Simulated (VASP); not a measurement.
Wanted: the native input for a VASP 6.6.1 run.

- Task: single point
- Functional: PBEsol
- Potentials or basis: VASP PAW PBE potentials, release 64 (Ti_sv, C)
- Cutoff: 520 eV
- k mesh: 11 × 11 × 11
- Occupations: gaussian, width 0.02 eV
- Spin: no spin polarisation
- Dipole correction: no
- Further INCAR settings: ALGO = Normal; EDIFF = 1e-06; NBANDS = 15

The structure of TiC lies in POSCAR:

```
TiC
1.0
    0.0000000000      2.1657188437      2.1657188437
    2.1657188437      0.0000000000      2.1657188437
    2.1657188437      2.1657188437      0.0000000000
Ti C
1 1
Direct
    0.0000000000      0.0000000000      0.0000000000
    0.5000000000      0.5000000000      0.5000000000
```

The input as run:

INCAR

```
SYSTEM = TiC
PREC     = Accurate       ! precision mode
ENCUT    = 520            ! plane-wave cutoff, eV
EDIFF    = 1E-6           ! SCF threshold, eV
ISMEAR   = 0              ! smearing method
SIGMA    = 0.02           ! smearing width, eV
LREAL    = .False.        ! projectors in reciprocal space
LASPH    = .True.         ! aspherical terms in the spheres
NELM     = 100            ! most SCF steps
ALGO     = Normal         ! electronic algorithm
ISIF     = 2              ! what is computed and relaxed
LWAVE    = .False.        ! write WAVECAR
LCHARG   = .True.         ! write CHGCAR
GGA      = PS             ! functional
LELF     = .True.         ! ELF
LVHAR    = .True.       
NBANDS   = 15             ! bands
```

KPOINTS

```
regular mesh
0
Gamma
  11 11 11
  0 0 0
```

Potentials or basis: VASP PAW PBE potentials, release 64 (Ti_sv, C).

Run with:

```sh
$ cat potpaw_PBE.64/Ti_sv/POTCAR potpaw_PBE.64/C/POTCAR > POTCAR
$ mpirun -np 1 vasp_std > vasp.out
```

Results of the run:

The pressure is -6.4 GPa and the band gap on the k mesh is zero (band 8 reaches 9.96 eV, above the bottom of band 9 at 8.89 eV).

Caveat: the PAW data sets were made with another functional, which shifts forces and pressure a little.

Run time: 40 s on 1 thread of AMD EPYC 7R13, with other jobs on the host, peak memory 0.12 GiB.
